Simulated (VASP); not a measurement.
# Sr2Li (Cmcm) in VASP: relaxation of cell and atoms with PBE

Aim: the relaxation of cell and atoms of Sr2Li with PBE.

Program: VASP 6.6.1. These are calculated values, not measurements. Logs are shortened: lines on timing, memory, paths and dates and some standing lists are left out, and cuts for length are marked.

## 1. The cell of the first run

It takes space group Cmcm (No. 63, orthorhombic). Conventional cell: a = 8.848 Å, b = 5.304 Å, c = 8.020 Å, α = 90.00°, β = 90.00°, γ = 90.00°. Within 3.1 Å of Li (site symmetry m2m) lie 4 Sr at 2.28 to 3.09 Å. Sr (site symmetry m) has 2 Li at 2.28 to 3.09 Å and 3 Sr at 2.95 to 3.03 Å within 3.1 Å.

The cell was built from a structure type or drawn by symmetry, and may not be a known phase.

## 2. Relaxation of cell and atoms, PBE

INCAR reads:

```
PREC = Accurate
ENCUT = 600
EDIFF = 1E-7
ISMEAR = 0
SIGMA = 0.1
LREAL = F
LASPH = T
NELM = 80
ALGO = Normal
ISIF = 3
LWAVE = F
LCHARG = F
GGA = PE
IBRION = 2
NSW = 90
EDIFFG = -0.04
```

KPOINTS reads:

```
regular mesh
0
Gamma
  4 4 2
```

POSCAR reads:

```
Sr2Li
1.0
    4.4239325282     -2.6517755696      0.0000000000
    4.4239325282      2.6517755696      0.0000000000
    0.0000000000      0.0000000000      8.0198002487
Li Sr
2 4
Direct
    0.6666666667      0.3333333333      0.2500000000
    0.3333333333      0.6666666667      0.7500000000
    0.1620224915      0.1713108418      0.2500000000
    0.8286891582      0.8379775085      0.2500000000
    0.8379775085      0.8286891582      0.7500000000
    0.1713108418      0.1620224915      0.7500000000
```

Potentials or basis: VASP PAW PBE potentials, release 64 (Li_sv, Sr_sv).

On the command line:

```bash
$ cat potpaw_PBE.64/Li_sv/POTCAR potpaw_PBE.64/Sr_sv/POTCAR > POTCAR
$ mpirun -np 1 vasp_std > vasp.out
```

OUTCAR:

```text
PREC = Accurate
   ENCUT = 600
   EDIFF = 1E-7
   ISMEAR = 0
   LREAL = F
   LASPH = T
   NELM = 80
   ISIF = 3
   GGA = PE
   IBRION = 2
   NSW = 90
   EDIFFG = -0.04

 ion  position               nearest neighbor table
   1  0.667  0.333  0.250-   3 2.28   4 2.28   4 3.09   3 3.09   4 3.85   3 3.85
   2  0.333  0.667  0.750-   5 2.28   6 2.28   5 3.09   6 3.09   6 3.85   5 3.85
   3  0.162  0.171  0.250-   1 2.28   4 2.95   4 3.03   4 3.03   1 3.09   1 3.85   6 4.01   6 4.01
                             5 4.98   5 4.98   5 5.00   5 5.00   5 5.05   5 5.05
   4  0.829  0.838  0.250-   1 2.28   3 2.95   3 3.03   3 3.03   1 3.09   1 3.85   5 4.01   5 4.01
                             6 4.98   6 4.98   6 5.00   6 5.00   6 5.05   6 5.05
   5  0.838  0.829  0.750-   2 2.28   6 2.95   6 3.03   6 3.03   2 3.09   2 3.85   4 4.01   4 4.01
                             3 4.98   3 4.98   3 5.00   3 5.00   3 5.05   3 5.05
   6  0.171  0.162  0.750-   2 2.28   5 2.95   5 3.03   5 3.03   2 3.09   2 3.85   3 4.01   3 4.01
                             4 4.98   4 4.98   4 5.00   4 5.00   4 5.05   4 5.05

  LATTYP: Found a base centered orthorhombic cell.
 ALAT       =     5.3035511392
 B/A-ratio  =     1.6682907026
 C/A-ratio  =     1.5121566736

  Lattice vectors:

 A1 = (  -4.4239325282,  -2.6517755696,   0.0000000000)
 A2 = (   4.4239325282,  -2.6517755696,   0.0000000000)
 A3 = (   0.0000000000,   0.0000000000,   8.0198002487)

Analysis of symmetry for initial positions (statically):
=====================================================================
 Subroutine PRICEL returns:
 Original cell was already a primitive cell.

 Routine SETGRP: Setting up the symmetry group for a
 base centered orthorhombic supercell.

 Subroutine GETGRP returns: Found  8 space group operations
 (whereof  4 operations were pure point group operations)
 out of a pool of  8 trial point group operations.

The static configuration has the point symmetry C_2h.
 The point group associated with its full space group is D_2h.

Analysis of symmetry for dynamics (positions and initial velocities):
=====================================================================
 Subroutine PRICEL returns:
 Original cell was already a primitive cell.

 Routine SETGRP: Setting up the symmetry group for a
 base centered orthorhombic supercell.

 Subroutine GETGRP returns: Found  8 space group operations
 (whereof  4 operations were pure point group operations)
 out of a pool of  8 trial point group operations.

The dynamic configuration has the point symmetry C_2h.
 The point group associated with its full space group is D_2h.

 Subroutine INISYM returns: Found  8 space group operations
 (whereof  4 operations are pure point group operations),
 and found     1 'primitive' translations

----------------------------------------------------------------------------------------

                                     Primitive cell

  volume of cell :     188.1650

  direct lattice vectors                    reciprocal lattice vectors
     4.423932528 -2.651775570  0.000000000     0.113021615 -0.188552910  0.000000000
     4.423932528  2.651775570  0.000000000     0.113021615  0.188552910  0.000000000
     0.000000000  0.000000000  8.019800249     0.000000000  0.000000000  0.124691385

  length of vectors
     5.157818598  5.157818598  8.019800249     0.219831948  0.219831948  0.124691385

  position of ions in fractional coordinates (direct lattice)
     0.666666667  0.333333333  0.250000000
     0.333333333  0.666666667  0.750000000
     0.162022491  0.171310842  0.250000000
     0.828689158  0.837977509  0.250000000
     0.837977509  0.828689158  0.750000000
     0.171310842  0.162022491  0.750000000

  ion indices of the primitive-cell ions
   primitive index   ion index
                 1           1
                 2           2
                 3           3
                 4           4
                 5           5
                 6           6

----------------------------------------------------------------------------------------

 KPOINTS: regular mesh

Automatic generation of k-mesh.
 Grid dimensions read from file:
 generate k-points for:    4    4    2

 Generating k-lattice:

  Cartesian coordinates                     Fractional coordinates (reciprocal lattice)
     0.028255404 -0.047138227  0.000000000     0.250000000  0.000000000  0.000000000
     0.028255404  0.047138227  0.000000000     0.000000000  0.250000000  0.000000000
     0.000000000  0.000000000  0.062345692     0.000000000  0.000000000  0.500000000

  Length of vectors
     0.054957987  0.054957987  0.062345692

  Shift w.r.t. Gamma in fractional coordinates (k-lattice)
     0.000000000  0.000000000  0.000000000

 Subroutine IBZKPT returns following result:
 ===========================================

 Found     14 irreducible k-points:

 Following reciprocal coordinates:
            Coordinates               Weight
  0.000000  0.000000  0.000000      1.000000
  0.250000  0.000000  0.000000      4.000000
  0.500000  0.000000  0.000000      2.000000
  0.250000  0.250000  0.000000      2.000000
  0.500000  0.250000  0.000000      4.000000
 -0.250000  0.250000  0.000000      2.000000
  0.500000  0.500000  0.000000      1.000000
  0.000000  0.000000  0.500000      1.000000
  0.250000  0.000000  0.500000      4.000000
  0.500000  0.000000  0.500000      2.000000
  0.250000  0.250000  0.500000      2.000000
  0.500000  0.250000  0.500000      4.000000
 -0.250000  0.250000  0.500000      2.000000
  0.500000  0.500000  0.500000      1.000000
   k-points           NKPTS =     14   k-points in BZ     NKDIM =     14   number of bands    NBANDS=     27
   number of dos      NEDOS =    301   number of ions     NIONS =      6
   total plane-waves  NPLWV = 112896
   dimension x,y,z NGX =    42 NGY =   42 NGZ =   64
   dimension x,y,z NGXF=    84 NGYF=   84 NGZF=  128
   ions per type =               2   4
   NGX,Y,Z   is equivalent  to a cutoff of  13.54, 13.54, 13.27 a.u.
   NGXF,Y,Z  is equivalent  to a cutoff of  27.07, 27.07, 26.53 a.u.
 SYSTEM =  unknown system
   PREC   = accura    normal or accurate (medium, high low for compatibility)
   ISTART =      0    job   : 0-new  1-cont  2-samecut
   ICHARG =      2    charge: 1-file 2-atom 10-const
   ISPIN  =      1    spin polarized calculation?
   LNONCOLLINEAR =      F non collinear calculations
   LSORBIT =      F    spin-orbit coupling
   LASPH  =      T    aspherical Exc in radial PAW
   ENCUT  =  600.0 eV  44.10 Ry    6.64 a.u.  10.30 10.30 16.02*2*pi/ulx,y,z
   NELM   =     80;   NELMIN=  2; NELMDL= -5     # of ELM steps
   EDIFF  = 0.1E-06   stopping-criterion for ELM
   LREAL  =      F    real-space projection
   EDIFFG = -.4E-01   stopping-criterion for IOM
   NSW    =     90    number of steps for IOM
   IBRION =      2    ionic relax: 0-MD 1-quasi-New 2-CG
   NFREE  =      1    steps in history (QN), initial steepest desc. (CG)
   ISIF   =      3    stress and relaxation
   ISYM   =      2    0-nonsym 1-usesym 2-fastsym
   POTIM  = 0.5000    time-step for ionic-motion
   TEBEG  =    0.0;   TEEND  =   0.0 temperature during run
   PSTRESS=    0.0 pullay stress
   NELECT =      46.0000    total number of electrons
   NUPDOWN=      -1.0000    fix difference up-down
   EMIN   =  10.00;   EMAX   =-10.00  energy-range for DOS
   EFERMI =   0.00;   METHOD = LEGACY
   ISMEAR =     0;   SIGMA  =   0.10  broadening in eV -4-tet -1-fermi 0-gaus
   EFERMI_NEDOS =   21; number of points for ismear=-14 and -15
   IALGO  =     38    algorithm
   IMIX   =      4    mixing-type and parameters
     AMIX     =   0.40;   BMIX     =  1.00
     AMIX_MAG =   1.60;   BMIX_MAG =  1.00
  volume/ion in A,a.u.               =      31.36       211.63
  Fermi-wavevector in a.u.,A,eV,Ry     =   1.023641  1.934402 14.256752  1.047842
  Thomas-Fermi vector in A             =   2.157386
   LORBIT       =      0    0 simple, 1 ext, 2 COOP (PROOUT), +10 PAW based schemes
   GGA     = PE    functional components
   LHFCALC =     F    Hartree Fock is set to
   AEXX    =    0.0000 exact exchange contribution
   IVDW    =     0    specifies the selected vdW correction
   LEPSILON=     F    determine dielectric tensor
   LRPA    =     F    only Hartree local field effects (RPA)
 conjugate gradient relaxation of ions
 non-spin polarized calculation
 Gauss-broadening in eV      SIGMA  =   0.10
  energy-cutoff  :      600.00
  volume of cell :      188.16
 maximum number of plane-waves:      6304
 NGX is ok and might be reduce to    42
   NGX = 21   NGY = 21   NGZ = 33

--------------------------------------- Ionic step        1  -------------------------------------------

 number of electron      46.0000016 magnetization

 Free energy of the ion-electron system (eV)
  ---------------------------------------------------
  ext. energy  EPLUGINS =         0.00000000
  ---------------------------------------------------
  free energy    TOTEN  =        -0.14789115 eV

  energy without entropy =       -0.11539847  energy(sigma->0) =       -0.13164481

------------------------ aborting loop because EDIFF is reached ----------------------------------------

  FORCE on cell =-STRESS in cart. coord.  units (eV):
  Direction    XX          YY          ZZ          XY          YZ          ZX
  --------------------------------------------------------------------------------------
  -------------------------------------------------------------------------------------
  Total       22.4667327     22.7796428     -5.4055770      0.0000000      0.0000000      0.0000000
  in kB      191.2985570    193.9629073    -46.0271231      0.0000000      0.0000000      0.0000000
  external PRESSURE =     113.0781138 kB  Pullay stress =       0.0000000 kB
[... 101 lines left out ...]
  FREE ENERGIE OF THE ION-ELECTRON SYSTEM (eV)
  ---------------------------------------------------
  free  energy   TOTEN  =        -7.6522181473 eV

  energy  without entropy=       -7.5989267464  energy(sigma->0) =       -7.62557245

[... ionic steps 4 to 38 ...]

--------------------------------------- Ionic step       39  -------------------------------------------

 number of electron      46.0000022 magnetization

------------------------ aborting loop because EDIFF is reached ----------------------------------------

  FORCE on cell =-STRESS in cart. coord.  units (eV):
  Direction    XX          YY          ZZ          XY          YZ          ZX
  --------------------------------------------------------------------------------------
  -------------------------------------------------------------------------------------
  Total       -0.3003121     -0.2230325      0.1459494      0.0000000     -0.0000000      0.0000000
  in kB       -1.9441016     -1.4438238      0.9448189      0.0000000     -0.0000000      0.0000000
  external PRESSURE =      -0.8143689 kB  Pullay stress =       0.0000000 kB
[... 65 lines left out ...]
  energy  without entropy=       -9.7640570827  energy(sigma->0) =       -9.77582859

--------------------------------------- Ionic step       41  -------------------------------------------

 number of electron      46.0000017 magnetization

 Free energy of the ion-electron system (eV)
  ---------------------------------------------------
  ext. energy  EPLUGINS =         0.00000000
  ---------------------------------------------------
  free energy    TOTEN  =        -9.78917678 eV

  energy without entropy =       -9.76472616  energy(sigma->0) =       -9.77695147

 E-fermi :   1.6180     XC(G=0):  -7.4798

 val. band max:        1.5661638172   @ k =   0.0000   0.0000   0.0000
 cond. band min:       1.6612598552   @ k =  -0.2500   0.2500   0.0000
 fundamental gap:      0.0950960380
 Fermi energy:         1.6179568522

 k-point     1 :       0.0000    0.0000    0.0000
  band No.  band energies     occupation
      1     -45.4455      2.00000
      2     -45.4453      2.00000
      3     -34.7920      2.00000
      4     -34.7744      2.00000
      5     -34.7663      2.00000
      6     -34.7628      2.00000
[... 442 lines left out ...]
  FREE ENERGIE OF THE ION-ELECTRON SYSTEM (eV)
  ---------------------------------------------------
  free  energy   TOTEN  =        -9.7891767792 eV

  energy  without entropy=       -9.7647261623  energy(sigma->0) =       -9.77695147

 reached required accuracy - stopping structural energy minimisation
```

Wall time 47 min (1 thread of Intel Xeon Platinum 8375C at 2.90GHz (Ice Lake), shared host); peak memory 0.38 GiB.

Results:

| Quantity | Value |
| --- | --- |
| Free energy | -9.7892 eV |
| Relaxed volume | 40.95 Å³/atom |
| Relaxed cell | a = 7.161 Å, b = 7.161 Å, c = 6.098 Å, α = 90.00°, β = 90.00°, γ = 51.79° |
| Space group after relaxing (to 0.1 Å) | Cmcm (No. 63) |
| Energy gained by relaxing | 1606.9 meV/atom |
| Ionic steps | 41 |
| Pressure after relaxing | 0.0 GPa |
| Largest force after relaxing | 0.035 eV/Å |
| Band gap on the k mesh | zero (bands 23 and 24 overlap by 1.16 eV) |

Forces on the atoms (eV/Å):
```
Li   0.000 -0.019  0.000
Li   0.000  0.019  0.000
Sr   0.014 -0.032  0.000
Sr  -0.014 -0.032  0.000
Sr  -0.014  0.032  0.000
Sr   0.014  0.032  0.000
```

Step by step:
```csv
step,energy change (eV),largest force (eV/Å),pressure (GPa),volume (Å³)
1,0.0000,3.4017,11.31,188.16
3,-7.5043,0.3503,-0.96,320.44
5,-7.7289,0.4235,0.12,290.81
7,-7.8223,0.3817,-0.02,294.65
9,-7.9320,0.3135,-0.16,298.52
11,-8.2541,0.3255,-0.24,291.62
13,-8.5463,0.4629,-0.12,277.64
15,-8.7188,0.5073,0.43,259.01
17,-8.8389,0.4292,0.04,262.03
19,-8.9835,0.3901,-0.13,264.28
21,-9.0616,0.3651,-0.04,261.64
23,-8.9758,0.5742,1.38,236.65
25,-9.2960,0.2181,0.05,256.88
27,-9.3865,0.2274,-0.16,258.68
29,-9.4323,0.1717,0.13,252.43
31,-9.5029,0.2355,0.43,245.87
33,-9.5499,0.2215,-0.35,257.33
35,-9.5990,0.1811,-0.16,251.82
37,-9.6250,0.1233,0.26,243.10
39,-9.6357,0.0718,-0.08,247.49
41,-9.6413,0.0353,0.05,245.71
```

Final structure:
```cif
data_structure
_symmetry_space_group_name_H-M 'P 1'
_symmetry_Int_Tables_number 1
_cell_length_a 7.1611
_cell_length_b 7.1611
_cell_length_c 6.0979
_cell_angle_alpha 90.000
_cell_angle_beta 90.000
_cell_angle_gamma 51.790
_cell_volume 245.71
loop_
_atom_site_label
_atom_site_type_symbol
_atom_site_fract_x
_atom_site_fract_y
_atom_site_fract_z
_atom_site_occupancy
Li1 Li 0.73597 0.26403 0.25000 1
Li2 Li 0.26403 0.73597 0.75000 1
Sr1 Sr 0.38974 0.90710 0.25000 1
Sr2 Sr 0.09290 0.61026 0.25000 1
Sr3 Sr 0.61026 0.09290 0.75000 1
Sr4 Sr 0.90710 0.38974 0.75000 1
```

Levels at points of the mesh, in eV from the Fermi level:
| k point | band 20 | band 21 | band 22 | band 23 | band 24 | band 25 | band 26 | band 27 |
| --- | --- | --- | --- | --- | --- | --- | --- | --- |
| (0.00, 0.00, 0.00) | -0.89 | -0.64 | -0.21 | -0.17 | -0.05 | 0.36 | 0.57 | 0.70 |
| (0.50, 0.00, 0.00) | -2.32 | -0.79 | -0.76 | 0.38 | 0.44 | 0.47 | 0.48 | 0.78 |
| (0.50, 0.50, 0.00) | -2.48 | -0.71 | -0.18 | -0.12 | -0.07 | 0.42 | 0.53 | 0.58 |
| (0.00, 0.00, 0.50) | -2.53 | 0.10 | 0.10 | 0.25 | 0.25 | 0.40 | 0.40 | 0.67 |
| (0.50, 0.00, 0.50) | -1.75 | -1.04 | -1.04 | -0.53 | -0.53 | 0.38 | 0.38 | 1.30 |
| (0.50, 0.50, 0.50) | -1.64 | -1.62 | -1.62 | 0.23 | 0.23 | 0.31 | 0.31 | 0.84 |

Caveat: the k points lie up to 0.52 Å⁻¹ apart in the final cell, too coarse for converged energies and pressures of a metal; the cutoff is under 1.25 times the usual one of these potentials, so pressure, stress and relaxed cells hold a basis-set (Pulay) error; the volume moved by over 15 % at a fixed basis, so the end points are rough.
